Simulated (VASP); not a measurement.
# NiO (Fm-3m) in VASP: settings compared

The runs below take NiO through single point, with RPBE+D3(BJ), BLYP+D3(BJ).

All numbers are computed with VASP 6.6.1; they aren't measurements. Logs are shortened: lines on timing, memory, paths and dates and some standing lists are left out, and cuts for length are marked.

**What was measured.**

From “Local correlations, non-local screening, multiplets, and band formation in NiO”, 2012, arxiv:1210.6675, for a bulk crystal of NiO: band gap 4.3 eV.

How close the calculation comes is told below.

## 1. The cell of the first run

The structure is cubic, space group Fm-3m (No. 225). The conventional cell has a = 4.163 Å, b = 4.163 Å, c = 4.163 Å, α = 90.00°, β = 90.00°, γ = 90.00°. Ni (site symmetry m-3m) has 6 O at 2.08 Å within 2.8 Å. O (site symmetry m-3m) has 6 Ni at 2.08 Å within 2.8 Å.

## 2. Single point, RPBE+D3(BJ), collinear spin, ferromagnetic start

Input file INCAR:

```
PREC = Accurate
ENCUT = 520
EDIFF = 1E-6
ISMEAR = -1
SIGMA = 0.05
LREAL = False
LASPH = True
NELM = 150
ALGO = Normal
ISIF = 2
LWAVE = False
LCHARG = True
ISPIN = 2
MAGMOM = 1 0
LORBIT = 11
LMAXMIX = 4
GGA = RP
IVDW = 12
LELF = True
LVHAR = True
NBANDS = 19
```

Input file KPOINTS:

```
Automatic mesh
0
Gamma
  11 11 11
```

Input file POSCAR:

```
NiO
1.0
    0.0000000000      2.0814775237      2.0814775237
    2.0814775237      0.0000000000      2.0814775237
    2.0814775237      2.0814775237      0.0000000000
Ni O
1 1
Direct
    0.0000000000      0.0000000000      0.0000000000
    0.5000000000      0.5000000000      0.5000000000
```

Potentials or basis: VASP PAW PBE potentials, release 64 (Ni, O).

The run is started by

```
$ cat potpaw_PBE.64/Ni/POTCAR potpaw_PBE.64/O/POTCAR > POTCAR
$ mpirun -np 1 vasp_std > vasp.out
```

OUTCAR:

```text
PREC = Accurate
   ENCUT = 520
   EDIFF = 1E-6
   ISMEAR = -1
   LREAL = False
   LASPH = True
   NELM = 150
   ISIF = 2
   ISPIN = 2
   LORBIT = 11
   GGA = RP
   IVDW = 12
 IVDW          = 12

 ion  position               nearest neighbor table
   1  0.000  0.000  0.000-   2 2.08   2 2.08   2 2.08   2 2.08   2 2.08   2 2.08
   2  0.500  0.500  0.500-   1 2.08   1 2.08   1 2.08   1 2.08   1 2.08   1 2.08

  LATTYP: Found a face centered cubic cell.
 ALAT       =     4.1629550474

  Lattice vectors:

 A1 = (   0.0000000000,   2.0814775237,   2.0814775237)
 A2 = (   2.0814775237,   0.0000000000,   2.0814775237)
 A3 = (   2.0814775237,   2.0814775237,   0.0000000000)

Analysis of symmetry for initial positions (statically):
=====================================================================
 Subroutine PRICEL returns:
 Original cell was already a primitive cell.

 Routine SETGRP: Setting up the symmetry group for a
 face centered cubic supercell.

 Subroutine GETGRP returns: Found 48 space group operations
 (whereof 48 operations were pure point group operations)
 out of a pool of 48 trial point group operations.

The static configuration has the point symmetry O_h .

Analysis of symmetry for dynamics (positions and initial velocities):
=====================================================================
 Subroutine PRICEL returns:
 Original cell was already a primitive cell.

 Routine SETGRP: Setting up the symmetry group for a
 face centered cubic supercell.

 Subroutine GETGRP returns: Found 48 space group operations
 (whereof 48 operations were pure point group operations)
 out of a pool of 48 trial point group operations.

The dynamic configuration has the point symmetry O_h .

Analysis of structural, dynamic, and magnetic symmetry:
=====================================================================
 Subroutine PRICEL returns:
 Original cell was already a primitive cell.

 Routine SETGRP: Setting up the symmetry group for a
 face centered cubic supercell.

 Subroutine GETGRP returns: Found 48 space group operations
 (whereof 48 operations were pure point group operations)
 out of a pool of 48 trial point group operations.

The overall configuration has the point symmetry O_h .

 Subroutine INISYM returns: Found 48 space group operations
 (whereof 48 operations are pure point group operations),
 and found     1 'primitive' translations

----------------------------------------------------------------------------------------

                                     Primitive cell

  volume of cell :      18.0362

  direct lattice vectors                    reciprocal lattice vectors
     0.000000000  2.081477524  2.081477524    -0.240213980  0.240213980  0.240213980
     2.081477524  0.000000000  2.081477524     0.240213980 -0.240213980  0.240213980
     2.081477524  2.081477524  0.000000000     0.240213980  0.240213980 -0.240213980

  length of vectors
     2.943653744  2.943653744  2.943653744     0.416062818  0.416062818  0.416062818

  position of ions in fractional coordinates (direct lattice)
     0.000000000  0.000000000  0.000000000
     0.500000000  0.500000000  0.500000000

  ion indices of the primitive-cell ions
   primitive index   ion index
                 1           1
                 2           2

----------------------------------------------------------------------------------------

 KPOINTS: Automatic mesh

Automatic generation of k-mesh.
 Grid dimensions read from file:
 generate k-points for:   11   11   11

 Generating k-lattice:

  Cartesian coordinates                     Fractional coordinates (reciprocal lattice)
    -0.021837635  0.021837635  0.021837635     0.090909091  0.000000000  0.000000000
     0.021837635 -0.021837635  0.021837635     0.000000000  0.090909091  0.000000000
     0.021837635  0.021837635 -0.021837635     0.000000000  0.000000000  0.090909091

  Length of vectors
     0.037823893  0.037823893  0.037823893

  Shift w.r.t. Gamma in fractional coordinates (k-lattice)
     0.000000000  0.000000000  0.000000000

 Subroutine IBZKPT returns following result:
 ===========================================

 Found     56 irreducible k-points:

 Following reciprocal coordinates:
            Coordinates               Weight
  0.000000  0.000000  0.000000      1.000000
  0.090909  0.000000  0.000000      8.000000
  0.181818  0.000000  0.000000      8.000000
  0.272727  0.000000  0.000000      8.000000
  0.363636  0.000000  0.000000      8.000000
  0.454545  0.000000  0.000000      8.000000
[... 16 lines left out ...]
 -0.272727  0.181818  0.000000     24.000000
 -0.181818  0.181818  0.000000     12.000000
 [... further k-points ...]
   k-points           NKPTS =     56   k-points in BZ     NKDIM =     56   number of bands    NBANDS=     19
   number of dos      NEDOS =    301   number of ions     NIONS =      2
   total plane-waves  NPLWV =  13824
   dimension x,y,z NGX =    24 NGY =   24 NGZ =   24
   dimension x,y,z NGXF=    48 NGYF=   48 NGZF=   48
   ions per type =               1   1
   NGX,Y,Z   is equivalent  to a cutoff of  13.55, 13.55, 13.55 a.u.
   NGXF,Y,Z  is equivalent  to a cutoff of  27.11, 27.11, 27.11 a.u.
 SYSTEM =  unknown system
   PREC   = accura    normal or accurate (medium, high low for compatibility)
   ISTART =      0    job   : 0-new  1-cont  2-samecut
   ICHARG =      2    charge: 1-file 2-atom 10-const
   ISPIN  =      2    spin polarized calculation?
   LNONCOLLINEAR =      F non collinear calculations
   LSORBIT =      F    spin-orbit coupling
   LASPH  =      T    aspherical Exc in radial PAW
   ENCUT  =  520.0 eV  38.22 Ry    6.18 a.u.   5.47  5.47  5.47*2*pi/ulx,y,z
   NELM   =    150;   NELMIN=  2; NELMDL= -5     # of ELM steps
   EDIFF  = 0.1E-05   stopping-criterion for ELM
   LREAL  =      F    real-space projection
   EDIFFG = 0.1E-04   stopping-criterion for IOM
   NSW    =      0    number of steps for IOM
   IBRION =     -1    ionic relax: 0-MD 1-quasi-New 2-CG
   NFREE  =      0    steps in history (QN), initial steepest desc. (CG)
   ISIF   =      2    stress and relaxation
   ISYM   =      2    0-nonsym 1-usesym 2-fastsym
   POTIM  = 0.5000    time-step for ionic-motion
   TEBEG  =    0.0;   TEEND  =   0.0 temperature during run
   PSTRESS=    0.0 pullay stress
   NELECT =      16.0000    total number of electrons
   NUPDOWN=      -1.0000    fix difference up-down
   EMIN   =  10.00;   EMAX   =-10.00  energy-range for DOS
   EFERMI =   0.00;   METHOD = LEGACY
   ISMEAR =    -1;   SIGMA  =   0.05  broadening in eV -4-tet -1-fermi 0-gaus
   EFERMI_NEDOS =   21; number of points for ismear=-14 and -15
   IALGO  =     38    algorithm
   IMIX   =      4    mixing-type and parameters
     AMIX     =   0.40;   BMIX     =  1.00
     AMIX_MAG =   1.60;   BMIX_MAG =  1.00
  volume/ion in A,a.u.               =       9.02        60.86
  Fermi-wavevector in a.u.,A,eV,Ry     =   1.573016  2.972569 33.665969  2.474379
  Thomas-Fermi vector in A             =   2.674364
   LORBIT       =     11    0 simple, 1 ext, 2 COOP (PROOUT), +10 PAW based schemes
   GGA     = RP    functional components
   LHFCALC =     F    Hartree Fock is set to
   AEXX    =    0.0000 exact exchange contribution
   IVDW    =    12    specifies the selected vdW correction
   LEPSILON=     F    determine dielectric tensor
   LRPA    =     F    only Hartree local field effects (RPA)
 spin polarized calculation
  energy-cutoff  :      520.00
  volume of cell :       18.04
 maximum number of plane-waves:       531
 NGX is ok and might be reduce to    24
   NGX = 11   NGY = 11   NGZ = 11

 number of electron      15.9999997 magnetization       1.7819741

 Free energy of the ion-electron system (eV)
  ---------------------------------------------------
  ext. energy  EPLUGINS =         0.00000000
  ---------------------------------------------------
  free energy    TOTEN  =       -10.56929082 eV

  energy without entropy =      -10.56031856  energy(sigma->0) =      -10.56480469

 E-fermi :   8.2138     XC(G=0): -12.5552

 val. band max:        8.1947176224   @ k =   0.2727   0.1818   0.0000
 cond. band min:       8.2214551240   @ k =   0.0909   0.0909   0.0000
 fundamental gap:      0.0267375016
 Fermi energy:         8.2138139932

 spin component 1

 k-point     1 :       0.0000    0.0000    0.0000
  band No.  band energies     occupation
      1     -12.3206      1.00000
      2       4.9811      1.00000
      3       4.9812      1.00000
      4       5.1876      1.00000
      5       5.1876      1.00000
      6       5.1876      1.00000
[... 11 lines left out ...]
     18      34.2914      0.00000
     19      34.2914      0.00000
[... 485 lines left out ...]
 k-point    24 :      -0.1818    0.1818    0.0000
  band No.  band energies     occupation
      1     -11.4925      1.00000
      2       1.5383      1.00000
      3       2.6314      1.00000
      4       3.3299      1.00000
      5       5.5889      1.00000
      6       5.8129      1.00000
[... 11 lines left out ...]
     18      39.3154      0.00000
     19      40.4808      0.00000

 [... further k-points ...]

 spin component 2

 k-point     1 :       0.0000    0.0000    0.0000
  band No.  band energies     occupation
      1     -11.8752      1.00000
      2       5.7128      1.00000
      3       5.7128      1.00000
      4       5.7129      1.00000
      5       6.3052      1.00000
      6       6.3052      1.00000
[... 11 lines left out ...]
     18      34.8889      0.00000
     19      34.8892      0.00000
[... 485 lines left out ...]
 k-point    24 :      -0.1818    0.1818    0.0000
  band No.  band energies     occupation
      1     -11.0162      1.00000
      2       2.1200      1.00000
      3       3.8466      1.00000
      4       3.8963      1.00000
      5       6.6666      1.00000
      6       7.2327      1.00000
[... 11 lines left out ...]
     18      39.7305      0.00000
     19      40.6938      0.00000

 [... further k-points ...]

------------------------ aborting loop because EDIFF is reached ----------------------------------------

 Edisp (eV)   -2.28153

 E8    (eV) :    -1.3404

  FORCE on cell =-STRESS in cart. coord.  units (eV):
  Direction    XX          YY          ZZ          XY          YZ          ZX
  --------------------------------------------------------------------------------------
  -------------------------------------------------------------------------------------
  Total      -0.07263    -0.07263    -0.07263    -0.00000    -0.00000     0.00000
  in kB      -6.45156    -6.45156    -6.45156    -0.00000    -0.00000     0.00000
  external pressure =       -6.45 kB  Pullay stress =        0.00 kB

 VOLUME and BASIS-vectors are now :
 -----------------------------------------------------------------------------
  energy-cutoff  :      520.00
  volume of cell :       18.04
      direct lattice vectors                 reciprocal lattice vectors
     0.000000000  2.081477524  2.081477524    -0.240213980  0.240213980  0.240213980
     2.081477524  0.000000000  2.081477524     0.240213980 -0.240213980  0.240213980
     2.081477524  2.081477524  0.000000000     0.240213980  0.240213980 -0.240213980

 POSITION                                       TOTAL-FORCE (eV/Angst)
 -----------------------------------------------------------------------------------
      0.00000      0.00000      0.00000         0.000000      0.000000      0.000000
      2.08148      2.08148      2.08148        -0.000000     -0.000000     -0.000000
 -----------------------------------------------------------------------------------
    total drift:                                0.000000     -0.000000     -0.000000

  FREE ENERGIE OF THE ION-ELECTRON SYSTEM (eV)
  ---------------------------------------------------
  free  energy   TOTEN  =       -12.8508258082 eV

  energy  without entropy=      -12.8418535447  energy(sigma->0) =      -12.84633968

 total charge

# of ion       s       p       d       tot
------------------------------------------
    1        0.332   0.410   8.241   8.984
    2        1.561   3.443   0.000   5.005
--------------------------------------------------
tot          1.894   3.854   8.241  13.989

 magnetization (x)

# of ion       s       p       d       tot
------------------------------------------
    1        0.011   0.014   1.443   1.468
    2        0.028   0.243   0.000   0.272
--------------------------------------------------
tot          0.039   0.258   1.443   1.740
```

Wall time 18 s (1 thread of Intel Xeon 6975P-C (Granite Rapids), shared host); peak memory 0.18 GiB.

Results:

```yaml
Free_energy: -12.8508 eV
Pressure: -0.6 GPa
Net_moment: 1.78 μB per cell
Site_moments: Ni +1.47; O +0.27 μB
Valence_electrons_inside_the_program's_atomic_spheres: Ni 8.98; O 5.00
Dispersion_energy_per_atom: -1.141 eV
```

Caveat: the PAW data sets were made with another functional, which shifts forces and pressure a little; a cell with one magnetic atom can't hold antiferromagnetic order, which such compounds often take; semilocal functionals often make such compounds metallic where correlation or magnetic order opens a gap, which also shifts bond lengths; pairwise dispersion overbinds metals, which lowers pressure and volume.

## 3. Single point, BLYP+D3(BJ), collinear spin, ferromagnetic start

This run uses another cell than the first one, of 9.37 Å³/atom, 1.039 times its volume.

Input file INCAR:

```
AGGAC    = 1.0          
AGGAX    = 1.0          
ALDAC    = 0.0          
ALDAX    = 1.0          
ALGO     = Normal         # electronic algorithm
EDIFF    = 1E-7           # SCF threshold, eV
ENCUT    = 520            # plane-wave cutoff, eV
GGA      = B5             # functional
ISIF     = 2              # what is computed and relaxed
ISMEAR   = -1             # smearing method
ISPIN    = 2              # spin polarisation
IVDW     = 12             # dispersion correction
LASPH    = T              # aspherical terms in the spheres
LCHARG   = F              # write CHGCAR
LMAXMIX  = 4              # l up to which the mixer works
LORBIT   = 11             # projections on sites
LREAL    = F              # projectors in reciprocal space
LWAVE    = F              # write WAVECAR
MAGMOM   = 1 0            # initial moments
NBANDS   = 19             # bands
NELM     = 150            # most SCF steps
PREC     = Accurate       # precision mode
SIGMA    = 0.05           # smearing width, eV
VDW_A1   = 0.4298       
VDW_A2   = 4.2359       
VDW_S6   = 1.0          
VDW_S8   = 2.6996
```

Input file KPOINTS:

```
k-points
0
Gamma
  11 11 11
```

Input file POSCAR:

```
NiO
1.0
    0.0000000000      2.1079827549      2.1079827549
    2.1079827549      0.0000000000      2.1079827549
    2.1079827549      2.1079827549      0.0000000000
Ni O
1 1
Direct
    0.0000000000      0.0000000000      0.0000000000
    0.5000000000      0.5000000000      0.5000000000
```

Potentials or basis: VASP PAW PBE potentials, release 64 (Ni, O).

The run is started by

```
$ cat potpaw_PBE.64/Ni/POTCAR potpaw_PBE.64/O/POTCAR > POTCAR
$ mpirun -np 1 vasp_std > vasp.out
```

Wall time 21 s (1 thread of Intel Xeon 6975P-C (Granite Rapids), shared host); peak memory 0.18 GiB.

Results (log left out):

```
Free energy                                           : -11.7283 eV
Pressure                                              : -1.1 GPa
Net moment                                            : 1.72 μB per cell
Site moments                                          : Ni +1.41; O +0.27 μB
Valence electrons inside the program's atomic spheres : Ni 8.96; O 4.98
Dispersion energy per atom                            : -0.558 eV
```

Levels at points of the mesh, in eV from the Fermi level:
Spin up:
```csv
k point,band 5,band 6,band 7,band 8,band 9,band 10,band 11,band 12,band 13,band 14
"(0.00, 0.00, 0.00)",-2.87,-2.87,-2.59,-2.59,-2.59,1.66,18.49,19.04,19.04,19.04
```
Spin down:
```tsv
k point	band 4	band 5	band 6	band 7	band 8	band 9	band 10	band 11
(0.00, 0.00, 0.00)	-2.37	-1.82	-1.82	-1.82	-0.57	-0.57	1.99	18.45
```

Caveat: the PAW data sets were made with another functional, which shifts forces and pressure a little; a cell with one magnetic atom can't hold antiferromagnetic order, which such compounds often take; semilocal functionals often make such compounds metallic where correlation or magnetic order opens a gap, which also shifts bond lengths; pairwise dispersion overbinds metals, which lowers pressure and volume.

## 4. How close it comes

Step 2. Measured gap of NiO: 4.3 eV (quoted in “Local correlations, non-local screening, multiplets, and band formation in NiO”, 2012, arxiv:1210.6675). This calculation gives 0.00 eV (-4.30 eV). So large a miss can be the level of theory's own, or it may mean another phase, state or a wrong row. The value is that of RPBE+D3(BJ) on a finite k mesh, which can miss the band edges, without temperature or zero-point motion. Semilocal functionals fall short of measured gaps as a rule. The run's magnetic order (collinear spin, ferromagnetic start) needn't be the measured crystal's.

Step 3. A measured gap of NiO is 4.3 eV (quoted in “Local correlations, non-local screening, multiplets, and band formation in NiO”, 2012, arxiv:1210.6675); the calculated 0.00 eV misses it by -4.30 eV. So large a miss can be the level of theory's own, or it may mean another phase, state or a wrong row. The value is that of BLYP+D3(BJ) on a finite k mesh, which can miss the band edges, without temperature or zero-point motion. Semilocal functionals fall short of measured gaps as a rule. The run's magnetic order (collinear spin, ferromagnetic start) needn't be the measured crystal's.
